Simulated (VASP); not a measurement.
The system is FeO.

```
Fe O
1.0
     0.00000    2.11140    2.11140
     2.11140    0.00000    2.11140
     2.11140    2.11140    0.00000
Fe O
1 1
Direct
  0.00000 0.00000 0.00000
  0.50000 0.50000 0.50000
```

Base run:

```yaml
Program: VASP 6.6.1
Functional: revPBE
Potentials_or_basis: VASP PAW PBE potentials, release 64 (Fe_sv, O)
Cutoff: 700 eV
k_mesh: 11 × 11 × 11
Occupations: fermi-dirac, width 0.05 eV
Spin: collinear spin, ferromagnetic start
Starting_moments: "[3.0, 0.0] μB"
```

Its results: pressure 16.0 GPa; net moment 4.00 μB per cell; site moments Fe +3.48; O +0.31 μB.

**Question.** The run is repeated on the same cell with these changes: functional from revPBE to LDA; potentials or basis from VASP PAW PBE potentials, release 64 (Fe_sv, O) to VASP PAW LDA potentials, release 64 (Fe_sv, O). What comes out?

**Answer.** Pressure -7.1 GPa; net moment 3.87 μB per cell; site moments Fe +3.34; O +0.30 μB.

Caveats: a cell with one magnetic atom can't hold antiferromagnetic order, which such compounds often take; the cell stands under pressure (at least some runs); the PAW data sets were made with another functional, which shifts forces and pressure a little (at least some runs); the cell stands under tension (at least some runs).
